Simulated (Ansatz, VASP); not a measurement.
SiCl in VASP and in Ansatz

```
Si Cl
1.0
     3.41740    0.00000    0.00000
    -1.70870    2.95955    0.00000
     0.00000    0.00000    9.26998
Si Cl
2 2
Direct
  0.33333 0.66667 0.30560
  0.66667 0.33333 0.80560
  0.33333 0.66667 0.06940
  0.66667 0.33333 0.56940
```

Alike in both runs: task single point; functional PBEsol; k mesh 15 × 15 × 6; occupations gaussian, width 0.1 eV; no spin polarisation.

```csv
,VASP,Ansatz
version,VASP 6.6.1,Ansatz 0.2.0
potentials or method,"VASP PAW PBE potentials, release 64 (Si, Cl), cutoff 500 eV","scalar-relativistic, plane waves, PAW"
valence electrons in the cell,22,22
```

Ansatz gave:

- gap on the k mesh at the Fermi level (eV): none
- pressure (GPa): -4.9
- traceless stress, the component that is largest in VASP (GPa): 1.70
- rms of the force components (eV/Å): 0.482

Problem. What did VASP give for the same quantities?

Solution. gap on the k mesh at the Fermi level (eV): none; pressure (GPa): -4.9; traceless stress, the component that is largest in VASP (GPa): 1.69; rms of the force components (eV/Å): 0.494.

VASP's potentials were made for PBE, not for PBEsol. Atom by atom the forces differ by 0.012 eV/Å (rms over components). A gap of «none» marks a metal or a gap that the smearing closes. With one functional, cell and mesh, what is left measures potentials, basis and numerics.
